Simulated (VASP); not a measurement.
# Mn (P6/mmm) in VASP: a series of runs

Mn is run at these levels: LDA; tasks: single point.

Program: VASP 6.6.1. These are calculated values, not measurements. Logs are shortened: lines on timing, memory, paths and dates and some standing lists are left out, and cuts for length are marked.

### Step 1. The cell of the first run

Symmetry: P6/mmm, No. 191, hexagonal system. Conventional cell: a = 3.815 Å, b = 3.815 Å, c = 2.405 Å, α = 90.00°, β = 90.00°, γ = 120.00°. Within 3.2 Å of Mn (site symmetry 6/mmm) lie 14 Mn at 2.41 to 2.51 Å. Within 2.9 Å of Mn (site symmetry -6m2) lie 11 Mn at 2.20 to 2.51 Å.

### Step 2. Single point, LDA, collinear spin, ferromagnetic start

File INCAR:

```
ALGO = Normal
EDIFF = 1E-7
ENCUT = 520
GGA = CA
ISIF = 2
ISMEAR = -1
ISPIN = 2
LASPH = T
LCHARG = F
LMAXMIX = 4
LORBIT = 11
LREAL = F
LWAVE = F
MAGMOM = 3 3 3
NBANDS = 30
NELM = 150
PREC = Accurate
SIGMA = 0.05
```

File KPOINTS:

```
k-points
0
Gamma
  13 13 17
```

File POSCAR:

```
Mn
1.0
    3.8147173936      0.0000000000      0.0000000000
   -1.9073586968      3.3036421712      0.0000000000
    0.0000000000      0.0000000000      2.4052273608
Mn
3
Direct
    0.0000000000      0.0000000000      0.0000000000
    0.3333333333      0.6666666667      0.5000000000
    0.6666666667      0.3333333333      0.5000000000
```

Potentials or basis: VASP PAW LDA potentials, release 64 (Mn_pv).

On the command line:

```console
$ cat potpaw_LDA.64/Mn_pv/POTCAR > POTCAR
$ mpirun -np 1 vasp_std > vasp.out
```

OUTCAR:

```text
EDIFF = 1E-7
   ENCUT = 520
   GGA = CA
   ISIF = 2
   ISMEAR = -1
   ISPIN = 2
   LASPH = T
   LORBIT = 11
   LREAL = F
   NELM = 150
   PREC = Accurate

 ion  position               nearest neighbor table
   1  0.000  0.000  0.000-   2 2.51   3 2.51   2 2.51   3 2.51   3 2.51   3 2.51   2 2.51   2 2.51
                             3 2.51   3 2.51   2 2.51   2 2.51
   2  0.333  0.667  0.500-   3 2.20   3 2.20   3 2.20   1 2.51   1 2.51   1 2.51   1 2.51   1 2.51
                             1 2.51
   3  0.667  0.333  0.500-   2 2.20   2 2.20   2 2.20   1 2.51   1 2.51   1 2.51   1 2.51   1 2.51
                             1 2.51

  LATTYP: Found a hexagonal cell.
 ALAT       =     3.8147173936
 C/A-ratio  =     0.6305125944

  Lattice vectors:

 A1 = (   3.8147173936,   0.0000000000,   0.0000000000)
 A2 = (  -1.9073586968,   3.3036421712,   0.0000000000)
 A3 = (   0.0000000000,   0.0000000000,   2.4052273608)

Analysis of symmetry for initial positions (statically):
=====================================================================
 Subroutine PRICEL returns:
 Original cell was already a primitive cell.

 Routine SETGRP: Setting up the symmetry group for a
 hexagonal supercell.

 Subroutine GETGRP returns: Found 24 space group operations
 (whereof 24 operations were pure point group operations)
 out of a pool of 24 trial point group operations.

The static configuration has the point symmetry D_6h.

Analysis of symmetry for dynamics (positions and initial velocities):
=====================================================================
 Subroutine PRICEL returns:
 Original cell was already a primitive cell.

 Routine SETGRP: Setting up the symmetry group for a
 hexagonal supercell.

 Subroutine GETGRP returns: Found 24 space group operations
 (whereof 24 operations were pure point group operations)
 out of a pool of 24 trial point group operations.

The dynamic configuration has the point symmetry D_6h.

Analysis of structural, dynamic, and magnetic symmetry:
=====================================================================
 Subroutine PRICEL returns:
 Original cell was already a primitive cell.

 Routine SETGRP: Setting up the symmetry group for a
 hexagonal supercell.

 Subroutine GETGRP returns: Found 24 space group operations
 (whereof 24 operations were pure point group operations)
 out of a pool of 24 trial point group operations.

The overall configuration has the point symmetry D_6h.

 Subroutine INISYM returns: Found 24 space group operations
 (whereof 24 operations are pure point group operations),
 and found     1 'primitive' translations

----------------------------------------------------------------------------------------

                                     Primitive cell

  volume of cell :      30.3118

  direct lattice vectors                    reciprocal lattice vectors
     3.814717394  0.000000000  0.000000000     0.262142617  0.151348110  0.000000000
    -1.907358697  3.303642171  0.000000000     0.000000000  0.302696221  0.000000000
     0.000000000  0.000000000  2.405227361     0.000000000  0.000000000  0.415761111

  length of vectors
     3.814717394  3.814717394  2.405227361     0.302696221  0.302696221  0.415761111

  position of ions in fractional coordinates (direct lattice)
     0.000000000  0.000000000  0.000000000
     0.333333333  0.666666667  0.500000000
     0.666666667  0.333333333  0.500000000

  ion indices of the primitive-cell ions
   primitive index   ion index
                 1           1
                 2           2
                 3           3

----------------------------------------------------------------------------------------

 KPOINTS: k-points

Automatic generation of k-mesh.
 Grid dimensions read from file:
 generate k-points for:   13   13   17

 Generating k-lattice:

  Cartesian coordinates                     Fractional coordinates (reciprocal lattice)
     0.020164817  0.011642162  0.000000000     0.076923077 -0.000000000  0.000000000
     0.000000000  0.023284325  0.000000000     0.000000000  0.076923077  0.000000000
     0.000000000  0.000000000  0.024456536     0.000000000  0.000000000  0.058823529

  Length of vectors
     0.023284325  0.023284325  0.024456536

  Shift w.r.t. Gamma in fractional coordinates (k-lattice)
     0.000000000  0.000000000  0.000000000

 Subroutine IBZKPT returns following result:
 ===========================================

 Found    189 irreducible k-points:

 Following reciprocal coordinates:
            Coordinates               Weight
  0.000000  0.000000  0.000000      1.000000
  0.076923  0.000000  0.000000      6.000000
  0.153846  0.000000  0.000000      6.000000
  0.230769  0.000000  0.000000      6.000000
  0.307692  0.000000  0.000000      6.000000
  0.384615  0.000000  0.000000      6.000000
[... 16 lines left out ...]
  0.076923  0.000000  0.058824     12.000000
  0.153846  0.000000  0.058824     12.000000
 [... further k-points ...]
   k-points           NKPTS =    189   k-points in BZ     NKDIM =    189   number of bands    NBANDS=     30
   number of dos      NEDOS =    301   number of ions     NIONS =      3
   total plane-waves  NPLWV =  14112
   dimension x,y,z NGX =    28 NGY =   28 NGZ =   18
   dimension x,y,z NGXF=    56 NGYF=   56 NGZF=   36
   ions per type =               3
   NGX,Y,Z   is equivalent  to a cutoff of  12.20, 12.20, 12.44 a.u.
   NGXF,Y,Z  is equivalent  to a cutoff of  24.40, 24.40, 24.88 a.u.
 SYSTEM =  unknown system
   PREC   = accura    normal or accurate (medium, high low for compatibility)
   ISTART =      0    job   : 0-new  1-cont  2-samecut
   ICHARG =      2    charge: 1-file 2-atom 10-const
   ISPIN  =      2    spin polarized calculation?
   LNONCOLLINEAR =      F non collinear calculations
   LSORBIT =      F    spin-orbit coupling
   LASPH  =      T    aspherical Exc in radial PAW
   ENCUT  =  520.0 eV  38.22 Ry    6.18 a.u.   7.09  7.09  4.47*2*pi/ulx,y,z
   NELM   =    150;   NELMIN=  2; NELMDL= -5     # of ELM steps
   EDIFF  = 0.1E-06   stopping-criterion for ELM
   LREAL  =      F    real-space projection
   EDIFFG = 0.1E-05   stopping-criterion for IOM
   NSW    =      0    number of steps for IOM
   IBRION =     -1    ionic relax: 0-MD 1-quasi-New 2-CG
   NFREE  =      0    steps in history (QN), initial steepest desc. (CG)
   ISIF   =      2    stress and relaxation
   ISYM   =      2    0-nonsym 1-usesym 2-fastsym
   POTIM  = 0.5000    time-step for ionic-motion
   TEBEG  =    0.0;   TEEND  =   0.0 temperature during run
   PSTRESS=    0.0 pullay stress
   NELECT =      39.0000    total number of electrons
   NUPDOWN=      -1.0000    fix difference up-down
   EMIN   =  10.00;   EMAX   =-10.00  energy-range for DOS
   EFERMI =   0.00;   METHOD = LEGACY
   ISMEAR =    -1;   SIGMA  =   0.05  broadening in eV -4-tet -1-fermi 0-gaus
   EFERMI_NEDOS =   21; number of points for ismear=-14 and -15
   IALGO  =     38    algorithm
   IMIX   =      4    mixing-type and parameters
     AMIX     =   0.40;   BMIX     =  1.00
     AMIX_MAG =   1.60;   BMIX_MAG =  1.00
  volume/ion in A,a.u.               =      10.10        68.18
  Fermi-wavevector in a.u.,A,eV,Ry     =   1.780571  3.364791 43.136341  3.170432
  Thomas-Fermi vector in A             =   2.845336
   LORBIT       =     11    0 simple, 1 ext, 2 COOP (PROOUT), +10 PAW based schemes
   GGA     = CA    functional components
   LHFCALC =     F    Hartree Fock is set to
   AEXX    =    0.0000 exact exchange contribution
   IVDW    =     0    specifies the selected vdW correction
   LEPSILON=     F    determine dielectric tensor
   LRPA    =     F    only Hartree local field effects (RPA)
 spin polarized calculation
  energy-cutoff  :      520.00
  volume of cell :       30.31
 maximum number of plane-waves:       832
   NGX = 15   NGY = 15   NGZ =  9

 number of electron      39.0000027 magnetization       0.0001211

 number of electron      39.0000027 magnetization      -0.0000667

 Free energy of the ion-electron system (eV)
  ---------------------------------------------------
  ext. energy  EPLUGINS =         0.00000000
  ---------------------------------------------------
  free energy    TOTEN  =       -30.33085194 eV

  energy without entropy =      -30.30540121  energy(sigma->0) =      -30.31812658

 E-fermi :  11.1192     XC(G=0): -14.7354

 val. band max:       11.1155915325   @ k =   0.2308   0.0000   0.0588
 cond. band min:      11.1193611762   @ k =   0.4615   0.0000   0.1176
 fundamental gap:      0.0037696436
 Fermi energy:        11.1191701222

 spin component 1

 k-point     1 :       0.0000    0.0000    0.0000
  band No.  band energies     occupation
      1     -36.8044      1.00000
      2     -36.8044      1.00000
      3     -36.3964      1.00000
      4     -36.3964      1.00000
      5     -36.2383      1.00000
      6     -35.9991      1.00000
[... 22 lines left out ...]
     29      20.5538      0.00000
     30      23.5792      0.00000
[... 728 lines left out ...]
  band No.  band energies     occupation
      1     -36.8547      1.00000
      2     -36.8057      1.00000
      3     -36.3239      1.00000
      4     -36.3146      1.00000
      5     -36.2356      1.00000
      6     -36.0259      1.00000
[... 22 lines left out ...]
     29      23.3365      0.00000
     30      24.6812      0.00000

 [... further k-points ...]

 spin component 2

 k-point     1 :       0.0000    0.0000    0.0000
  band No.  band energies     occupation
      1     -36.8042      1.00000
      2     -36.8042      1.00000
      3     -36.3967      1.00000
      4     -36.3967      1.00000
      5     -36.2382      1.00000
      6     -35.9989      1.00000
[... 22 lines left out ...]
     29      20.5539      0.00000
     30      23.5770      0.00000
[... 728 lines left out ...]
  band No.  band energies     occupation
      1     -36.8545      1.00000
      2     -36.8056      1.00000
      3     -36.3242      1.00000
      4     -36.3149      1.00000
      5     -36.2355      1.00000
      6     -36.0256      1.00000
[... 22 lines left out ...]
     29      23.3365      0.00000
     30      24.6812      0.00000

 [... further k-points ...]
[... 5 lines left out ...]
  --------------------------------------------------------------------------------------
  -------------------------------------------------------------------------------------
  Total        0.1363580      0.1363580      0.0538581      0.0000000      0.0000000      0.0000000
  in kB        7.2074173      7.2074173      2.8467572      0.0000000      0.0000000      0.0000000
  external PRESSURE =       5.7538639 kB  Pullay stress =       0.0000000 kB

 VOLUME and BASIS-vectors are now :
 -----------------------------------------------------------------------------
  energy-cutoff  :      520.00
  volume of cell :       30.31
      direct lattice vectors                 reciprocal lattice vectors
     3.814717394  0.000000000  0.000000000     0.262142617  0.151348110  0.000000000
    -1.907358697  3.303642171  0.000000000     0.000000000  0.302696221  0.000000000
     0.000000000  0.000000000  2.405227361     0.000000000  0.000000000  0.415761111

 POSITION                                       TOTAL-FORCE (eV/Angst)
 -----------------------------------------------------------------------------------
      0.00000      0.00000      0.00000         0.000000      0.000000      0.000000
     -0.00000      2.20243      1.20261         0.000000      0.000000      0.000000
      1.90736      1.10121      1.20261         0.000000     -0.000000      0.000000
 -----------------------------------------------------------------------------------
    total drift:                               -0.000000      0.000000     -0.000000

  FREE ENERGIE OF THE ION-ELECTRON SYSTEM (eV)
  ---------------------------------------------------
  free  energy   TOTEN  =       -30.3308519404 eV

  energy  without entropy=      -30.3054012096  energy(sigma->0) =      -30.31812658

 total charge

# of ion       s       p       d       tot
------------------------------------------
    1        0.427   6.421   5.226  12.074
    2        0.458   6.443   5.293  12.195
    3        0.458   6.443   5.293  12.195
--------------------------------------------------
tot          1.344  19.307  15.813  36.464

 magnetization (x)

# of ion       s       p       d       tot
------------------------------------------
    1       -0.000  -0.000  -0.000  -0.000
    2        0.000   0.000   0.000   0.000
    3        0.000   0.000   0.000   0.000
--------------------------------------------------
tot          0.000   0.000  -0.000  -0.000
```

Run time: 3.7 min. Hardware: 1 thread of Intel Xeon Platinum 8375C at 2.90GHz (Ice Lake), shared host; peak memory 0.31 GiB.

Results:

```yaml
Free_energy: -30.3309 eV
Pressure: 0.6 GPa
Net_moment: 0.00 μB per cell
Valence_electrons_inside_the_program's_atomic_spheres: Mn 12.07, 12.20
```

Stress tensor (GPa, compression positive):
```
0.72 0.00 0.00
0.00 0.72 0.00
0.00 0.00 0.28
```

Levels at points of the mesh, in eV from the Fermi level:
Spin up:
```
           k point  band 15  band 16  band 17  band 18  band 19  band 20  band 21  band 22  band 23  band 24
(0.00, 0.00, 0.00)    -2.31    -1.78    -1.18    -0.58    -0.58    -0.15    -0.15    -0.02    -0.02     2.14
```
Spin down:
| k point | band 15 | band 16 | band 17 | band 18 | band 19 | band 20 | band 21 | band 22 | band 23 | band 24 |
| --- | --- | --- | --- | --- | --- | --- | --- | --- | --- | --- |
| (0.00, 0.00, 0.00) | -2.31 | -1.78 | -1.18 | -0.58 | -0.58 | -0.15 | -0.15 | -0.02 | -0.02 | 2.14 |

Caveat: the starting moments collapsed, and a magnetic state may lie lower.

### Step 3. Single point, LDA, collinear spin, ferromagnetic start (volume scaled by 1.04)

File INCAR:

```
PREC = Accurate
ENCUT = 520
EDIFF = 1E-7
ISMEAR = -1
SIGMA = 0.05
LREAL = F
LASPH = T
NELM = 150
ALGO = Normal
ISIF = 2
LWAVE = F
LCHARG = F
ISPIN = 2
MAGMOM = 3 3 3
LORBIT = 11
LMAXMIX = 4
GGA = CA
NBANDS = 30
```

File KPOINTS:

```
Automatic mesh
0
Gamma
  13 13 17
```

File POSCAR:

```
Mn
1.0
    3.8649168003      0.0000000000      0.0000000000
   -1.9324584001      3.3471161326      0.0000000000
    0.0000000000      0.0000000000      2.4368787189
Mn
3
Direct
    0.0000000000      0.0000000000      0.0000000000
    0.3333333333      0.6666666667      0.5000000000
    0.6666666667      0.3333333333      0.5000000000
```

Potentials or basis: VASP PAW LDA potentials, release 64 (Mn_pv).

On the command line:

```console
$ cat potpaw_LDA.64/Mn_pv/POTCAR > POTCAR
$ mpirun -np 1 vasp_std > vasp.out
```

Wall time 3.5 min (1 thread of Intel Xeon Platinum 8488C (Sapphire Rapids), shared host); peak memory 0.32 GiB.

The run converged. Its results:

- Free energy: -30.2897 eV
- Pressure: -11.2 GPa
- Net moment: 0.00 μB per cell
- Valence electrons inside the program's atomic spheres: Mn 11.99, 12.11

Stress tensor (GPa, compression positive):
```
-11.42   0.00   0.00
  0.00 -11.42   0.00
  0.00   0.00 -10.85
```

Levels at points of the mesh, in eV from the Fermi level:
Spin up:
```tsv
k point	band 15	band 16	band 17	band 18	band 19	band 20	band 21	band 22	band 23	band 24
(0.00, 0.00, 0.00)	-2.21	-1.70	-1.11	-0.54	-0.54	-0.13	-0.13	-0.01	-0.01	2.02
```
Spin down:
```csv
k point,band 15,band 16,band 17,band 18,band 19,band 20,band 21,band 22,band 23,band 24
"(0.00, 0.00, 0.00)",-2.21,-1.70,-1.11,-0.54,-0.54,-0.13,-0.13,-0.01,-0.01,2.02
```

Caveat: the starting moments collapsed, and a magnetic state may lie lower.
